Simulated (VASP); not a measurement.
# Si (Ia-3) in VASP: further runs

The runs below take Si through single point, relaxation of cell and atoms, with r2SCAN.

Program: VASP 6.6.1. These are calculated values, not measurements. Logs are shortened: lines on timing, memory, paths and dates and some standing lists are left out, and cuts for length are marked.

### 1 The cell of the first run

It takes space group Ia-3 (No. 206, cubic). Conventional cell: a = 6.647 Å, b = 6.647 Å, c = 6.647 Å, α = 90.00°, β = 90.00°, γ = 90.00°. Si (site symmetry 3) has 4 Si at 2.32 to 2.39 Å within 3.1 Å.

### 2 Single point, r2SCAN

POSCAR reads:

```
Si
1.0
   -3.3232773106      3.3232773106      3.3232773106
    3.3232773106     -3.3232773106      3.3232773106
    3.3232773106      3.3232773106     -3.3232773106
Si
8
Direct
    0.2016298632      0.2016298632      0.2016298632
    0.5000000000      1.0000000000      0.2983701368
    0.2983701368      0.5000000000      0.0000000000
    1.0000000000      0.2983701368      0.5000000000
    0.7983701368      0.7983701368      0.7983701368
    0.5000000000      0.0000000000      0.7016298632
    0.7016298632      0.5000000000      1.0000000000
    1.0000000000      0.7016298632      0.5000000000
```

INCAR.step1 reads:

```
SYSTEM = Si
ALGO = Normal ; EDIFF = 1E-4
ENCUT = 520 ; GGA = PE
ISMEAR = -1 ; LASPH = .True.
LCHARG = .False. ; LREAL = .False.
LWAVE = .True. ; NBANDS = 26
NELM = 80 ; PREC = Accurate
SIGMA = 0.05
```

INCAR.step2 reads:

```
SYSTEM = Si
ALGO = Normal ; EDIFF = 1E-6
ENCUT = 520 ; ISIF = 2
ISMEAR = -1 ; ISTART = 1
LASPH = .True. ; LCHARG = .False.
LMIXTAU = .True. ; LREAL = .False.
LWAVE = .False. ; METAGGA = R2SCAN
NBANDS = 26 ; NELM = 80
PREC = Accurate ; SIGMA = 0.05
```

KPOINTS reads:

```
k-points
0
Gamma
  4 4 4
  0 0 0
```

Potentials or basis: VASP PAW PBE potentials, release 64 (Si).

Run with:

```console
$ cat potpaw_PBE.64/Si/POTCAR > POTCAR
$ cp INCAR.step1 INCAR
$ mpirun -np 1 vasp_std > vasp.out
$ cp INCAR.step2 INCAR
$ mpirun -np 1 vasp_std > vasp.out
```

OUTCAR:

```text
SYSTEM = Si
   EDIFF = 1E-6
   ENCUT = 520
   ISIF = 2
   ISMEAR = -1
   ISTART = 1
   LASPH = .True.
   LREAL = .False.
   METAGGA = R2SCAN
   NELM = 80
   PREC = Accurate

 ion  position               nearest neighbor table
   1  0.202  0.202  0.202-   5 2.32   3 2.39   4 2.39   2 2.39
   2  0.500  0.000  0.298-   6 2.32   4 2.39   1 2.39   3 2.39
   3  0.298  0.500  0.000-   7 2.32   1 2.39   2 2.39   4 2.39
   4  0.000  0.298  0.500-   8 2.32   2 2.39   1 2.39   3 2.39
   5  0.798  0.798  0.798-   1 2.32   7 2.39   6 2.39   8 2.39
   6  0.500  0.000  0.702-   2 2.32   8 2.39   7 2.39   5 2.39
   7  0.702  0.500  0.000-   3 2.32   5 2.39   8 2.39   6 2.39
   8  0.000  0.702  0.500-   4 2.32   6 2.39   5 2.39   7 2.39

  LATTYP: Found a body centered cubic cell.
 ALAT       =     6.6465546212

  Lattice vectors:

 A1 = (  -3.3232773106,   3.3232773106,   3.3232773106)
 A2 = (   3.3232773106,  -3.3232773106,   3.3232773106)
 A3 = (   3.3232773106,   3.3232773106,  -3.3232773106)

Analysis of symmetry for initial positions (statically):
=====================================================================
 Subroutine PRICEL returns:
 Original cell was already a primitive cell.

 Routine SETGRP: Setting up the symmetry group for a
 body centered cubic supercell.

 Subroutine GETGRP returns: Found 24 space group operations
 (whereof  6 operations were pure point group operations)
 out of a pool of 48 trial point group operations.

The static configuration has the point symmetry S_6 .
 The point group associated with its full space group is T_h .

Analysis of symmetry for dynamics (positions and initial velocities):
=====================================================================
 Subroutine PRICEL returns:
 Original cell was already a primitive cell.

 Routine SETGRP: Setting up the symmetry group for a
 body centered cubic supercell.

 Subroutine GETGRP returns: Found 24 space group operations
 (whereof  6 operations were pure point group operations)
 out of a pool of 48 trial point group operations.

The dynamic configuration has the point symmetry S_6 .
 The point group associated with its full space group is T_h .

 Subroutine INISYM returns: Found 24 space group operations
 (whereof  6 operations are pure point group operations),
 and found     1 'primitive' translations

----------------------------------------------------------------------------------------

                                     Primitive cell

  volume of cell :     146.8114

  direct lattice vectors                    reciprocal lattice vectors
    -3.323277311  3.323277311  3.323277311     0.000000000  0.150453890  0.150453890
     3.323277311 -3.323277311  3.323277311     0.150453890  0.000000000  0.150453890
     3.323277311  3.323277311 -3.323277311     0.150453890  0.150453890  0.000000000

  length of vectors
     5.756085150  5.756085150  5.756085150     0.212773932  0.212773932  0.212773932

  position of ions in fractional coordinates (direct lattice)
     0.201629863  0.201629863  0.201629863
     0.500000000  0.000000000  0.298370137
     0.298370137  0.500000000  0.000000000
     0.000000000  0.298370137  0.500000000
     0.798370137  0.798370137  0.798370137
     0.500000000  0.000000000  0.701629863
     0.701629863  0.500000000  0.000000000
     0.000000000  0.701629863  0.500000000

  ion indices of the primitive-cell ions
   primitive index   ion index
                 1           1
                 2           2
                 3           3
                 4           4
                 5           5
                 6           6
                 7           7
                 8           8

----------------------------------------------------------------------------------------

 KPOINTS: k-points

Automatic generation of k-mesh.
 Grid dimensions read from file:
 generate k-points for:    4    4    4

 Generating k-lattice:

  Cartesian coordinates                     Fractional coordinates (reciprocal lattice)
     0.000000000  0.037613473  0.037613473     0.250000000  0.000000000  0.000000000
     0.037613473  0.000000000  0.037613473     0.000000000  0.250000000  0.000000000
     0.037613473  0.037613473  0.000000000     0.000000000  0.000000000  0.250000000

  Length of vectors
     0.053193483  0.053193483  0.053193483

  Shift w.r.t. Gamma in fractional coordinates (k-lattice)
     0.000000000  0.000000000  0.000000000

 Subroutine IBZKPT returns following result:
 ===========================================

 Found      8 irreducible k-points:

 Following reciprocal coordinates:
            Coordinates               Weight
  0.000000  0.000000  0.000000      1.000000
  0.250000  0.000000  0.000000     12.000000
  0.500000  0.000000  0.000000      6.000000
  0.250000  0.250000  0.000000     24.000000
  0.250000  0.250000  0.250000      2.000000
 -0.250000  0.250000  0.250000      6.000000
  0.500000  0.500000  0.250000     12.000000
  0.500000  0.500000  0.500000      1.000000
   k-points           NKPTS =      8   k-points in BZ     NKDIM =      8   number of bands    NBANDS=     26
   number of dos      NEDOS =    301   number of ions     NIONS =      8
   total plane-waves  NPLWV = 110592
   dimension x,y,z NGX =    48 NGY =   48 NGZ =   48
   dimension x,y,z NGXF=    96 NGYF=   96 NGZF=   96
   ions per type =               8
   NGX,Y,Z   is equivalent  to a cutoff of  13.86, 13.86, 13.86 a.u.
   NGXF,Y,Z  is equivalent  to a cutoff of  27.73, 27.73, 27.73 a.u.
 SYSTEM =  Si
   PREC   = accura    normal or accurate (medium, high low for compatibility)
   ISTART =      1    job   : 0-new  1-cont  2-samecut
   ICHARG =      0    charge: 1-file 2-atom 10-const
   ISPIN  =      1    spin polarized calculation?
   LNONCOLLINEAR =      F non collinear calculations
   LSORBIT =      F    spin-orbit coupling
   LASPH  =      T    aspherical Exc in radial PAW
   ENCUT  =  520.0 eV  38.22 Ry    6.18 a.u.  10.70 10.70 10.70*2*pi/ulx,y,z
   NELM   =     80;   NELMIN=  2; NELMDL=  0     # of ELM steps
   EDIFF  = 0.1E-05   stopping-criterion for ELM
   LREAL  =      F    real-space projection
   EDIFFG = 0.1E-04   stopping-criterion for IOM
   NSW    =      0    number of steps for IOM
   IBRION =     -1    ionic relax: 0-MD 1-quasi-New 2-CG
   NFREE  =      0    steps in history (QN), initial steepest desc. (CG)
   ISIF   =      2    stress and relaxation
   ISYM   =      2    0-nonsym 1-usesym 2-fastsym
   POTIM  = 0.5000    time-step for ionic-motion
   TEBEG  =    0.0;   TEEND  =   0.0 temperature during run
   PSTRESS=    0.0 pullay stress
   NELECT =      32.0000    total number of electrons
   NUPDOWN=      -1.0000    fix difference up-down
   EMIN   =  10.00;   EMAX   =-10.00  energy-range for DOS
   EFERMI =   0.00;   METHOD = LEGACY
   ISMEAR =    -1;   SIGMA  =   0.05  broadening in eV -4-tet -1-fermi 0-gaus
   EFERMI_NEDOS =   21; number of points for ismear=-14 and -15
   IALGO  =     38    algorithm
   IMIX   =      4    mixing-type and parameters
     AMIX     =   0.40;   BMIX     =  1.00
     AMIX_MAG =   1.60;   BMIX_MAG =  1.00
  volume/ion in A,a.u.               =      18.35       123.84
  Fermi-wavevector in a.u.,A,eV,Ry     =   0.985231  1.861817 13.206916  0.970681
  Thomas-Fermi vector in A             =   2.116523
   LORBIT       =      0    0 simple, 1 ext, 2 COOP (PROOUT), +10 PAW based schemes
   METAGGA = R2SCAN    functional components
   LHFCALC =     F    Hartree Fock is set to
   AEXX    =    0.0000 exact exchange contribution
   IVDW    =     0    specifies the selected vdW correction
   LEPSILON=     F    determine dielectric tensor
   LRPA    =     F    only Hartree local field effects (RPA)
 non-spin polarized calculation
  energy-cutoff  :      520.00
  volume of cell :      146.81
 maximum number of plane-waves:      3997
 NGX is ok and might be reduce to    48
   NGX = 21   NGY = 21   NGZ = 21

 number of electron      31.9999999 magnetization

 Free energy of the ion-electron system (eV)
  ---------------------------------------------------
  ext. energy  EPLUGINS =         0.00000000
  ---------------------------------------------------
  free energy    TOTEN  =       -68.68570477 eV

  energy without entropy =      -68.68182972  energy(sigma->0) =      -68.68376724

 E-fermi :   7.1734     XC(G=0): -10.3760

 val. band max:        7.1449822663   @ k =   0.5000   0.5000   0.5000
 cond. band min:       7.4215144968   @ k =   0.5000   0.5000   0.2500
 fundamental gap:      0.2765322305
 Fermi energy:         7.1733773203

 k-point     1 :       0.0000    0.0000    0.0000
  band No.  band energies     occupation
      1      -6.2471      2.00000
      2      -1.6777      2.00000
      3      -1.3505      2.00000
      4      -1.3505      2.00000
      5      -1.3505      2.00000
      6       0.3257      2.00000
[... 18 lines left out ...]
     25      12.8103      0.00000
     26      13.2993      0.00000

 k-point     2 :       0.2500    0.0000    0.0000
  band No.  band energies     occupation
      1      -5.8478      2.00000
      2      -2.9010      2.00000
      3      -2.1189      2.00000
      4      -1.9593      2.00000
      5      -0.8788      2.00000
      6      -0.1283      2.00000
[... 18 lines left out ...]
     25      12.2229      0.00000
     26      12.4994      0.00000

 k-point     3 :       0.5000    0.0000    0.0000
  band No.  band energies     occupation
      1      -4.6787      2.00000
      2      -4.6787      2.00000
      3      -2.3649      2.00000
      4      -2.3649      2.00000
      5      -0.5983      2.00000
      6      -0.5983      2.00000
[... 108 lines left out ...]
 k-point     7 :       0.5000    0.5000    0.2500
  band No.  band energies     occupation
      1      -4.3370      2.00000
      2      -4.3343      2.00000
      3      -3.3670      2.00000
      4      -1.9514      2.00000
      5      -1.0895      2.00000
      6      -1.0489      2.00000
[... 18 lines left out ...]
     25      11.0880      0.00000
     26      11.3806      0.00000

 k-point     8 :       0.5000    0.5000    0.5000
  band No.  band energies     occupation
      1      -3.7395      2.00000
      2      -3.7395      2.00000
      3      -3.7395      2.00000
      4      -2.1924      2.00000
      5      -2.1924      2.00000
      6      -2.1924      2.00000
[... 18 lines left out ...]
     25      11.0361      0.00000
     26      11.0361      0.00000

------------------------ aborting loop because EDIFF is reached ----------------------------------------

  FORCE on cell =-STRESS in cart. coord.  units (eV):
  Direction    XX          YY          ZZ          XY          YZ          ZX
  --------------------------------------------------------------------------------------
  -------------------------------------------------------------------------------------
  Total       -0.2035033     -0.2035033     -0.2035033     -0.0000000      0.0000000      0.0000000
  in kB       -2.2208658     -2.2208658     -2.2208658     -0.0000000      0.0000000      0.0000000
  external PRESSURE =      -2.2208658 kB  Pullay stress =       0.0000000 kB

 VOLUME and BASIS-vectors are now :
 -----------------------------------------------------------------------------
  energy-cutoff  :      520.00
  volume of cell :      146.81
      direct lattice vectors                 reciprocal lattice vectors
    -3.323277311  3.323277311  3.323277311     0.000000000  0.150453890  0.150453890
     3.323277311 -3.323277311  3.323277311     0.150453890  0.000000000  0.150453890
     3.323277311  3.323277311 -3.323277311     0.150453890  0.150453890  0.000000000

 POSITION                                       TOTAL-FORCE (eV/Angst)
 -----------------------------------------------------------------------------------
      0.67007      0.67007      0.67007        -0.004697     -0.004697     -0.004697
     -0.67007      2.65321      0.67007         0.004697      0.004697     -0.004697
      0.67007     -0.67007      2.65321        -0.004697      0.004697      0.004697
      2.65321      0.67007     -0.67007         0.004697     -0.004697      0.004697
      2.65321      2.65321      2.65321         0.004697      0.004697      0.004697
      0.67007      3.99335     -0.67007        -0.004697     -0.004697      0.004697
     -0.67007      0.67007      3.99335         0.004697     -0.004697     -0.004697
      3.99335     -0.67007      0.67007        -0.004697      0.004697     -0.004697
 -----------------------------------------------------------------------------------
    total drift:                                0.000000      0.000000      0.000000

  FREE ENERGIE OF THE ION-ELECTRON SYSTEM (eV)
  ---------------------------------------------------
  free  energy   TOTEN  =       -68.6857047677 eV

  energy  without entropy=      -68.6818297191  energy(sigma->0) =      -68.68376724
```

Wall time 82 s (1 thread of Intel Xeon 6975P-C (Granite Rapids), shared host); peak memory 0.34 GiB.

What came out:

```yaml
Free_energy: -68.6857 eV
Pressure: -0.2 GPa
Largest_force: 0.008 eV/Å
Band_gap_on_the_k_mesh: zero (filled and empty bands touch)
```

Forces in eV/Å, atoms in the order of the input:
```
Si  -0.005 -0.005 -0.005
Si   0.005  0.005 -0.005
Si  -0.005  0.005  0.005
Si   0.005 -0.005  0.005
Si   0.005  0.005  0.005
Si  -0.005 -0.005  0.005
Si   0.005 -0.005 -0.005
Si  -0.005  0.005 -0.005
```

Caveat: the PAW data sets were made with another functional, which shifts forces and pressure a little.

### 3 Single point, r2SCAN

POSCAR is that of step 2.

INCAR.step1 reads:

```
SYSTEM = Si
PREC = Accurate
ENCUT = 520
ISMEAR = -1
SIGMA = 0.05
LREAL = .False.
LASPH = .True.
NELM = 60
NBANDS = 26
GGA = PE
ALGO = Normal
EDIFF = 1E-4
LWAVE = .True.
LCHARG = .False.
```

INCAR.step2 reads:

```
SYSTEM = Si
PREC = Accurate
ENCUT = 520
EDIFF = 1E-6
ISMEAR = -1
SIGMA = 0.05
LREAL = .False.
LASPH = .True.
NELM = 60
ALGO = Normal
ISIF = 2
LWAVE = .False.
LCHARG = .False.
METAGGA = R2SCAN
LMIXTAU = .True.
NBANDS = 26
ISTART = 1
```

KPOINTS reads:

```
regular mesh
0
Gamma
  6 6 6
  0 0 0
```

Potentials or basis: VASP PAW PBE potentials, release 64 (Si).

Run with:

```console
$ cat potpaw_PBE.64/Si/POTCAR > POTCAR
$ cp INCAR.step1 INCAR
$ mpirun -np 1 vasp_std > vasp.out
$ cp INCAR.step2 INCAR
$ mpirun -np 1 vasp_std > vasp.out
```

It took 2.3 min on 1 thread of Intel Xeon 6975P-C (Granite Rapids), shared host; peak memory 0.36 GiB.

It converged, with:

| Item | Value |
| --- | --- |
| Free energy | -68.6936 eV |
| Pressure | -0.2 GPa |
| Largest force | 0.032 eV/Å |
| Band gap on the k mesh | zero (filled and empty bands touch) |

Forces on the atoms (eV/Å):
```
Si  -0.019 -0.019 -0.019
Si   0.019  0.019 -0.019
Si  -0.019  0.019  0.019
Si   0.019 -0.019  0.019
Si   0.019  0.019  0.019
Si  -0.019 -0.019  0.019
Si   0.019 -0.019 -0.019
Si  -0.019  0.019 -0.019
```

Levels at points of the mesh, in eV from the Fermi level:
```
           k point  band 13  band 14  band 15  band 16  band 17  band 18  band 19  band 20
(0.00, 0.00, 0.00)    -4.30    -1.65    -1.65    -1.04     1.80     1.80     1.80     3.86
(0.50, 0.00, 0.00)    -2.39    -2.39    -1.52    -1.52     0.48     0.48     2.22     2.22
(0.50, 0.50, 0.50)    -2.81    -0.51     0.01     0.01     0.01     2.99     3.11     3.11
```

Caveat: the PAW data sets were made with another functional, which shifts forces and pressure a little.

### 4 Relaxation of cell and atoms, r2SCAN

This run uses another cell than the first one, of 18.26 Å³/atom, 0.995 times its volume.

POSCAR reads:

```
Si
1.0
   -3.3180000000      3.3180000000      3.3180000000
    3.3180000000     -3.3180000000      3.3180000000
    3.3180000000      3.3180000000     -3.3180000000
Si
8
Direct
    0.2006000000      0.2006000000      0.2006000000
    0.5000000000      0.0000000000      0.2994000000
    0.2994000000      0.5000000000      0.0000000000
    0.0000000000      0.2994000000      0.5000000000
    0.7994000000      0.7994000000      0.7994000000
    0.5000000000      0.0000000000      0.7006000000
    0.7006000000      0.5000000000      0.0000000000
    0.0000000000      0.7006000000      0.5000000000
```

INCAR.step1 reads:

```
SYSTEM = Si
PREC = Accurate
ENCUT = 600
ISMEAR = -1
SIGMA = 0.05
LREAL = .FALSE.
LASPH = .TRUE.
NELM = 80
GGA = PE
ALGO = Normal
EDIFF = 1E-4
LWAVE = .TRUE.
LCHARG = .FALSE.
```

INCAR.step2 reads:

```
SYSTEM = Si
PREC = Accurate
ENCUT = 600
EDIFF = 1E-6
ISMEAR = -1
SIGMA = 0.05
LREAL = .FALSE.
LASPH = .TRUE.
NELM = 80
ALGO = Normal
ISIF = 3
LWAVE = .FALSE.
LCHARG = .FALSE.
METAGGA = R2SCAN
LMIXTAU = .TRUE.
IBRION = 2
NSW = 80
EDIFFG = -0.01
ISTART = 1
```

KPOINTS reads:

```
regular mesh
0
G
  4 4 4
  0 0 0
```

Run with:

```console
$ cat potpaw_PBE.64/Si/POTCAR > POTCAR
$ cp INCAR.step1 INCAR
$ mpirun -np 1 vasp_std > vasp.out
$ cp INCAR.step2 INCAR
$ mpirun -np 1 vasp_std > vasp.out
```

It took 3 min on 1 thread of Intel Xeon 6975P-C (Granite Rapids), shared host; peak memory 0.34 GiB.

It converged, with:

```
Free energy                            : -68.6847 eV
Relaxed volume                         : 18.32 Å³/atom
Relaxed cell                           : a = 5.753 Å, b = 5.753 Å, c = 5.753 Å, α = 109.47°, β = 109.47°, γ = 109.47°
Space group after relaxing (to 0.05 Å) : Ia-3 (No. 206)
Energy gained by relaxing              : 0.5 meV/atom
Ionic steps                            : 4
Pressure after relaxing                : 0.0 GPa
Largest force after relaxing           : 0.007 eV/Å
Band gap on the k mesh                 : zero (filled and empty bands touch)
```

Forces on the atoms (eV/Å):
```
Si   0.004  0.004  0.004
Si  -0.004 -0.004  0.004
Si   0.004 -0.004 -0.004
Si  -0.004  0.004 -0.004
Si  -0.004 -0.004 -0.004
Si   0.004  0.004 -0.004
Si  -0.004  0.004  0.004
Si   0.004 -0.004  0.004
```

Step by step:
| step | energy change (eV) | largest force (eV/Å) | pressure (GPa) | volume (Å³) |
| --- | --- | --- | --- | --- |
| 1 | 0.0000 | 0.1313 | 0.53 | 146.11 |
| 2 | -0.0018 | 0.0350 | -0.65 | 147.40 |
| 3 | -0.0032 | 0.0296 | -0.18 | 146.88 |
| 4 | -0.0037 | 0.0070 | -0.03 | 146.56 |

Final structure:
```yaml
crystal:
  lattice:
    - [-3.32141, 3.32141, 3.32141]
    - [3.32141, -3.32141, 3.32141]
    - [3.32141, 3.32141, -3.32141]
  atoms:
    - { symbol: Si, position: [0.20157, 0.20157, 0.20157] }
    - { symbol: Si, position: [0.50000, 0.00000, 0.29843] }
    - { symbol: Si, position: [0.29843, 0.50000, 0.00000] }
    - { symbol: Si, position: [0.00000, 0.29843, 0.50000] }
    - { symbol: Si, position: [0.79843, 0.79843, 0.79843] }
    - { symbol: Si, position: [0.50000, 0.00000, 0.70157] }
    - { symbol: Si, position: [0.70157, 0.50000, 0.00000] }
    - { symbol: Si, position: [0.00000, 0.70157, 0.50000] }
```

Levels at points of the mesh, in eV from the Fermi level:
| k point | band 12 | band 13 | band 14 | band 15 | band 16 | band 17 | band 18 | band 19 | band 20 | band 21 |
| --- | --- | --- | --- | --- | --- | --- | --- | --- | --- | --- |
| (0.00, 0.00, 0.00) | -4.35 | -4.35 | -1.68 | -1.68 | -1.08 | 1.76 | 1.76 | 1.76 | 3.83 | 3.83 |
| (0.50, 0.00, 0.00) | -2.94 | -2.43 | -2.43 | -1.56 | -1.56 | 0.45 | 0.45 | 2.19 | 2.19 | 2.30 |
| (0.50, 0.50, 0.50) | -2.85 | -2.85 | -0.54 | -0.03 | -0.03 | -0.03 | 2.97 | 3.07 | 3.07 | 3.07 |

Caveat: the PAW data sets were made with another functional, which shifts forces and pressure a little.

### 5 The runs side by side

| task | cell | k mesh | cutoff (eV) | gap on the mesh (eV) | pressure (GPa) | largest force (eV/Å) |
| --- | --- | --- | --- | --- | --- | --- |
| single point | a = 5.756 Å, angles 109.5°, 8 atoms | 4 × 4 × 4 | 520 | none | -0.2 | 0.01 |
| single point | a = 5.756 Å, angles 109.5°, 8 atoms | 6 × 6 × 6 | 520 | none | -0.2 | 0.03 |
| relaxation of cell and atoms | relaxed from a = 5.747 Å, angles 109.5°, 8 atoms | 4 × 4 × 4 | 600 | none | 0.0 | 0.01 |

Alike in all rows: level r2SCAN; potentials or basis VASP PAW PBE potentials, release 64 (Si); no spin polarisation; smearing fermi-dirac 0.05 eV.

Caveats: the PAW data sets were made with another functional, which shifts forces and pressure a little.

Absolute energies hang on the potentials; compare differences alone.
